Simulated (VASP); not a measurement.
# NaTa (P4/nmm) in VASP: notebook

The runs below take NaTa through single point, relaxation of cell and atoms, with PBE.

Everything below comes from runs of VASP 6.6.1. Logs are shortened: lines on timing, memory, paths and dates and some standing lists are left out, and cuts for length are marked.

### 1 The cell of the first run

Symmetry: P4/nmm, No. 129, tetragonal system. The conventional cell has a = 3.951 Å, b = 3.951 Å, c = 4.992 Å, α = 90.00°, β = 90.00°, γ = 90.00°. Within 3.0 Å of Na (site symmetry 4mm) lie 4 Ta at 2.30 Å. Ta (site symmetry -4m2) has 4 Na at 2.30 Å and 4 Ta at 2.79 Å within 3.0 Å.

### 2 Single point, PBE

Contents of INCAR:

```
SYSTEM = NaTa
  ALGO = Normal
  EDIFF = 1E-6
  ENCUT = 520
  GGA = PE
  ISIF = 2
  ISMEAR = 0
  LASPH = .True.
  LCHARG = .False.
  LREAL = .False.
  LWAVE = .False.
  NBANDS = 26
  NELM = 80
  PREC = Accurate
  SIGMA = 0.1
```

Contents of KPOINTS:

```
k-points
0
Gamma
  4 4 4
  0 0 0
```

Contents of POSCAR:

```
NaTa
1.0
    3.9506834602      0.0000000000      0.0000000000
    0.0000000000      3.9506834602      0.0000000000
    0.0000000000      0.0000000000      4.9920320897
Na Ta
2 2
Direct
    0.0000000000      0.5000000000      0.2351000000
    0.5000000000      0.0000000000      0.7649000000
    0.0000000000      0.0000000000      0.0000000000
    0.5000000000      0.5000000000      0.0000000000
```

Potentials or basis: VASP PAW PBE potentials, release 64 (Na_pv, Ta_pv).

Started as:

```
$ cat potpaw_PBE.64/Na_pv/POTCAR potpaw_PBE.64/Ta_pv/POTCAR > POTCAR
$ mpirun -np 1 vasp_std > vasp.out
```

OUTCAR:

```text
SYSTEM = NaTa
   EDIFF = 1E-6
   ENCUT = 520
   GGA = PE
   ISIF = 2
   ISMEAR = 0
   LASPH = .True.
   LREAL = .False.
   NELM = 80
   PREC = Accurate

 ion  position               nearest neighbor table
   1  0.000  0.500  0.235-   3 2.30   4 2.30   3 2.30   4 2.30
   2  0.500  0.000  0.765-   3 2.30   4 2.30   4 2.30   3 2.30
   3  0.000  0.000  0.000-   1 2.30   2 2.30   1 2.30   2 2.30   4 2.79   4 2.79   4 2.79   4 2.79

   4  0.500  0.500  0.000-   1 2.30   2 2.30   2 2.30   1 2.30   3 2.79   3 2.79   3 2.79   3 2.79

  LATTYP: Found a simple tetragonal cell.
 ALAT       =     3.9506834602
 C/A-ratio  =     1.2635869565

  Lattice vectors:

 A1 = (   3.9506834602,   0.0000000000,   0.0000000000)
 A2 = (   0.0000000000,   3.9506834602,   0.0000000000)
 A3 = (   0.0000000000,   0.0000000000,   4.9920320897)

Analysis of symmetry for initial positions (statically):
=====================================================================
 Subroutine PRICEL returns:
 Original cell was already a primitive cell.

 Routine SETGRP: Setting up the symmetry group for a
 simple tetragonal supercell.

 Subroutine GETGRP returns: Found 16 space group operations
 (whereof  8 operations were pure point group operations)
 out of a pool of 16 trial point group operations.

The static configuration has the point symmetry D_2d.
 The point group associated with its full space group is D_4h.

Analysis of symmetry for dynamics (positions and initial velocities):
=====================================================================
 Subroutine PRICEL returns:
 Original cell was already a primitive cell.

 Routine SETGRP: Setting up the symmetry group for a
 simple tetragonal supercell.

 Subroutine GETGRP returns: Found 16 space group operations
 (whereof  8 operations were pure point group operations)
 out of a pool of 16 trial point group operations.

The dynamic configuration has the point symmetry D_2d.
 The point group associated with its full space group is D_4h.

 Subroutine INISYM returns: Found 16 space group operations
 (whereof  8 operations are pure point group operations),
 and found     1 'primitive' translations

----------------------------------------------------------------------------------------

                                     Primitive cell

  volume of cell :      77.9151

[... 84 lines left out ...]
   NELM   =     80;   NELMIN=  2; NELMDL= -5     # of ELM steps
   EDIFF  = 0.1E-05   stopping-criterion for ELM
   LREAL  =      F    real-space projection
   EDIFFG = 0.1E-04   stopping-criterion for IOM
   NSW    =      0    number of steps for IOM
   IBRION =     -1    ionic relax: 0-MD 1-quasi-New 2-CG
   NFREE  =      0    steps in history (QN), initial steepest desc. (CG)
   ISIF   =      2    stress and relaxation
   ISYM   =      2    0-nonsym 1-usesym 2-fastsym
   POTIM  = 0.5000    time-step for ionic-motion
   TEBEG  =    0.0;   TEEND  =   0.0 temperature during run
   PSTRESS=    0.0 pullay stress
   NELECT =      36.0000    total number of electrons
   NUPDOWN=      -1.0000    fix difference up-down
   EMIN   =  10.00;   EMAX   =-10.00  energy-range for DOS
   EFERMI =   0.00;   METHOD = LEGACY
   ISMEAR =     0;   SIGMA  =   0.10  broadening in eV -4-tet -1-fermi 0-gaus
   EFERMI_NEDOS =   21; number of points for ismear=-14 and -15
   IALGO  =     38    algorithm
   IMIX   =      4    mixing-type and parameters
     AMIX     =   0.40;   BMIX     =  1.00
     AMIX_MAG =   1.60;   BMIX_MAG =  1.00
  volume/ion in A,a.u.               =      19.48       131.45
  Fermi-wavevector in a.u.,A,eV,Ry     =   1.265615  2.391666 21.793569  1.601782
  Thomas-Fermi vector in A             =   2.398859
   LORBIT       =      0    0 simple, 1 ext, 2 COOP (PROOUT), +10 PAW based schemes
   GGA     = PE    functional components
   LHFCALC =     F    Hartree Fock is set to
   AEXX    =    0.0000 exact exchange contribution
   IVDW    =     0    specifies the selected vdW correction
   LEPSILON=     F    determine dielectric tensor
   LRPA    =     F    only Hartree local field effects (RPA)
 non-spin polarized calculation
 Gauss-broadening in eV      SIGMA  =   0.10
  energy-cutoff  :      520.00
  volume of cell :       77.92
 maximum number of plane-waves:      2146
 NGX is ok and might be reduce to    30
   NGX = 15   NGY = 15   NGZ = 19

 number of electron      35.9999999 magnetization

 Free energy of the ion-electron system (eV)
  ---------------------------------------------------
  ext. energy  EPLUGINS =         0.00000000
  ---------------------------------------------------
  free energy    TOTEN  =       -10.76861379 eV

  energy without entropy =      -10.74353642  energy(sigma->0) =      -10.75607510

 E-fermi :   3.4136     XC(G=0): -10.0727

 val. band max:        3.4079195464   @ k =   0.5000   0.0000   0.0000
 cond. band min:       3.5141152275   @ k =   0.2500   0.2500   0.5000
 fundamental gap:      0.1061956811
 Fermi energy:         3.4135561824

 k-point     1 :       0.0000    0.0000    0.0000
  band No.  band energies     occupation
      1     -31.2921      2.00000
      2     -31.2921      2.00000
      3     -30.9296      2.00000
      4     -30.7088      2.00000
      5     -30.3541      2.00000
      6     -30.3541      2.00000
[... 511 lines left out ...]
     25       6.8431      0.00000
     26       6.8431      0.00000

------------------------ aborting loop because EDIFF is reached ----------------------------------------

  FORCE on cell =-STRESS in cart. coord.  units (eV):
  Direction    XX          YY          ZZ          XY          YZ          ZX
  --------------------------------------------------------------------------------------
  -------------------------------------------------------------------------------------
  Total       22.5065789     22.5065789     16.3545636      0.0000000     -0.0000000      0.0000000
  in kB      462.8052010    462.8052010    336.3006483      0.0000000     -0.0000000      0.0000000
  external PRESSURE =     420.6370168 kB  Pullay stress =       0.0000000 kB

 VOLUME and BASIS-vectors are now :
 -----------------------------------------------------------------------------
  energy-cutoff  :      520.00
  volume of cell :       77.92
      direct lattice vectors                 reciprocal lattice vectors
     3.950683460  0.000000000  0.000000000     0.253120760  0.000000000  0.000000000
     0.000000000  3.950683460  0.000000000     0.000000000  0.253120760  0.000000000
     0.000000000  0.000000000  4.992032090     0.000000000  0.000000000  0.200319225

 POSITION                                       TOTAL-FORCE (eV/Angst)
 -----------------------------------------------------------------------------------
      0.00000      1.97534      1.17363         0.000000     -0.000000      8.787236
      1.97534      0.00000      3.81841         0.000000      0.000000     -8.787236
      0.00000      0.00000      0.00000        -0.000000     -0.000000      0.000000
      1.97534      1.97534      0.00000         0.000000      0.000000      0.000000
 -----------------------------------------------------------------------------------
    total drift:                                0.000000      0.000000     -0.000000

  FREE ENERGIE OF THE ION-ELECTRON SYSTEM (eV)
  ---------------------------------------------------
  free  energy   TOTEN  =       -10.7686137867 eV

  energy  without entropy=      -10.7435364210  energy(sigma->0) =      -10.75607510
```

Wall time 16 s (1 thread of Intel Xeon 6975P-C (Granite Rapids), shared host); peak memory 0.19 GiB.

What came out:

| Item | Value |
| --- | --- |
| Free energy | -10.7686 eV |
| Pressure | 42.1 GPa |
| Largest force | 8.787 eV/Å |
| Band gap on the k mesh | zero (bands 18 and 19 overlap by 1.43 eV) |

Forces on the atoms (eV/Å):
```
Na   0.000  0.000  8.787
Na   0.000  0.000 -8.787
Ta   0.000  0.000  0.000
Ta   0.000  0.000  0.000
```

Stress tensor (GPa, compression positive):
```
46.28  0.00  0.00
 0.00 46.28  0.00
 0.00  0.00 33.63
```

Caveat: the k points lie up to 0.40 Å⁻¹ apart, too coarse for converged energies and pressures of a metal; spin-orbit coupling is left out, which moves the levels of the heavy elements; forces of over 1 eV/Å act on the atoms, so gaps and moduli don't describe the material at rest.

### 3 Relaxation of cell and atoms, PBE

Contents of INCAR:

```
ALGO     = Normal         # electronic algorithm
EDIFF    = 1E-6           # SCF threshold, eV
EDIFFG   = -0.04          # ionic threshold
ENCUT    = 600            # plane-wave cutoff, eV
GGA      = PE             # functional
IBRION   = 2              # ionic algorithm
ISIF     = 3              # what is computed and relaxed
ISMEAR   = 0              # smearing method
LASPH    = T              # aspherical terms in the spheres
LCHARG   = F              # write CHGCAR
LREAL    = F              # projectors in reciprocal space
LWAVE    = F              # write WAVECAR
NELM     = 80             # most SCF steps
NSW      = 90             # ionic steps
PREC     = Accurate       # precision mode
SIGMA    = 0.1            # smearing width, eV
```

Contents of KPOINTS:

```
k-points
0
Gamma
  4 4 4
```

POSCAR is that of step 2.

Potentials or basis: VASP PAW PBE potentials, release 64 (Na_pv, Ta_pv).

Started as:

```
$ cat potpaw_PBE.64/Na_pv/POTCAR potpaw_PBE.64/Ta_pv/POTCAR > POTCAR
$ mpirun -np 1 vasp_std > vasp.out
```

Wall time 2.1 min (1 thread of Intel Xeon 6975P-C (Granite Rapids), shared host); peak memory 0.21 GiB.

The run converged. Its results:

- Free energy: -22.2690 eV
- Relaxed volume: 24.56 Å³/atom
- Relaxed cell: a = 3.777 Å, b = 3.777 Å, c = 6.887 Å, α = 90.00°, β = 90.00°, γ = 90.00°
- Space group after relaxing (to 0.1 Å): P4/nmm (No. 129)
- Energy gained by relaxing: 2874.9 meV/atom
- Ionic steps: 12
- Pressure after relaxing: 0.0 GPa
- Largest force after relaxing: 0.037 eV/Å
- Band gap on the k mesh: zero (bands 18 and 19 overlap by 0.88 eV)

Forces in eV/Å, atoms in the order of the input:
```
Na   0.000  0.000 -0.037
Na   0.000  0.000  0.037
Ta   0.000  0.000  0.000
Ta   0.000  0.000  0.000
```

Step by step:
```
step  energy change (eV)  largest force (eV/Å)  pressure (GPa)  volume (Å³)
   1              0.0000                8.7874           42.07        77.92
   2             -5.7567                1.0463           -7.61       150.81
   3             -6.4829                2.4622           -3.72       123.12
   4             -6.4827                2.5490           -3.41       121.91
   5             -8.1822                2.1141           -4.66       118.20
   6            -11.2828                0.2018           -4.60       106.29
   7            -11.3285                0.6396            1.01        99.98
   8            -11.4560                0.2138           -2.60       103.36
   9            -11.4594                0.2760           -2.16       102.88
  10            -11.4628                0.1076            2.56        95.40
  11            -11.4895                0.1941            0.10        98.94
  12            -11.4995                0.0374            0.04        98.22
```

Final structure:
```cif
data_structure
_symmetry_space_group_name_H-M 'P 1'
_symmetry_Int_Tables_number 1
_cell_length_a 3.7766
_cell_length_b 3.7766
_cell_length_c 6.8866
_cell_angle_alpha 90.000
_cell_angle_beta 90.000
_cell_angle_gamma 90.000
_cell_volume 98.22
loop_
_atom_site_label
_atom_site_type_symbol
_atom_site_fract_x
_atom_site_fract_y
_atom_site_fract_z
_atom_site_occupancy
Na1 Na 0.00000 0.50000 0.39010 1
Na2 Na 0.50000 0.00000 0.60990 1
Ta1 Ta 0.00000 0.00000 0.00000 1
Ta2 Ta 0.50000 0.50000 0.00000 1
```

Levels at points of the mesh, in eV from the Fermi level:
| k point | band 16 | band 17 | band 18 | band 19 | band 20 | band 21 |
| --- | --- | --- | --- | --- | --- | --- |
| (0.00, 0.00, 0.00) | -2.65 | -1.04 | -0.51 | -0.51 | 0.94 | 2.12 |
| (0.50, 0.00, 0.00) | -1.03 | -0.41 | -0.41 | 0.81 | 0.81 | 1.37 |
| (0.50, 0.50, 0.00) | -2.27 | 0.00 | 0.00 | 0.93 | 0.93 | 2.66 |
| (0.00, 0.00, 0.50) | -2.65 | -1.70 | -0.51 | -0.51 | 2.30 | 4.16 |
| (0.50, 0.00, 0.50) | -1.52 | 0.19 | 0.19 | 0.81 | 0.81 | 1.37 |
| (0.50, 0.50, 0.50) | -2.34 | 0.37 | 0.37 | 1.26 | 1.26 | 1.72 |

Caveat: the k points lie up to 0.42 Å⁻¹ apart in the final cell, too coarse for converged energies and pressures of a metal; the volume moved by over 15 % at a fixed basis, so the end points are rough; spin-orbit coupling is left out, which moves the levels of the heavy elements.

The gap in the log of VASP goes by the Fermi energy; the results here count the filled bands.